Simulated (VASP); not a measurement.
Set up this calculation in VASP 6.6.1, as the native input.

| Item | Value |
| --- | --- |
| Task | electric field gradients |
| Functional | PBE |
| Potentials or basis | VASP PAW PBE potentials, release 64 (Sb) |
| Cutoff | 520 eV |
| k mesh | 12 × 12 × 7 |
| Occupations | fermi-dirac, width 0.05 eV |
| Spin | no spin polarisation |
| Dipole correction | no |
| Further INCAR settings | ALGO = Normal; EDIFF = 1e-08; NBANDS = 12 |

The structure of Sb lies in POSCAR:

```
Sb
1.0
    3.4026901813      0.0000000000      0.0000000000
   -1.7013450907      2.9468161382      0.0000000000
    0.0000000000      0.0000000000      5.3300000000
Sb
2
Direct
    0.3333333333      0.6666666667      0.2500000000
    0.6666666667      0.3333333333      0.7500000000
```

This isn't the form of Sb at room conditions, which is rhombohedral.

This cell differs from its parent crystal: equal xx and yy strain of +1 %.

These files were run (other wordings do the same):

INCAR

```
PREC = Accurate
ENCUT = 520
EDIFF = 1E-8
ISMEAR = -1
SIGMA = 0.05
LREAL = False
LASPH = True
NELM = 60
ALGO = Normal
ISIF = 2
LWAVE = False
LCHARG = False
GGA = PE
LEFG = True
NBANDS = 12
```

KPOINTS

```
regular mesh
0
Gamma
  12 12 7
```

Potentials or basis: VASP PAW PBE potentials, release 64 (Sb).

Run with:

```bash
$ cat potpaw_PBE.64/Sb/POTCAR > POTCAR
$ mpirun -np 1 vasp_std > vasp.out
```

It gave:

* Pressure: 1.5 GPa
* Band gap on the k mesh: zero (bands 5 and 6 overlap by 6.68 eV)
* Largest electric field gradient by atom: Sb +20.6 V/Å²

Caveat: the cell differs from its parent crystal (equal xx and yy strain of +1 %); without QUAD_EFG the Cq values of the log hold for a quadrupole moment of 1 mb, not for the nuclei; spin-orbit coupling is left out, which moves the levels of the heavy elements.

Run time: 24 s on 1 thread of AMD EPYC 9R45 96-Core Processor (Zen 5), on a shared host, peak memory 0.17 GiB.
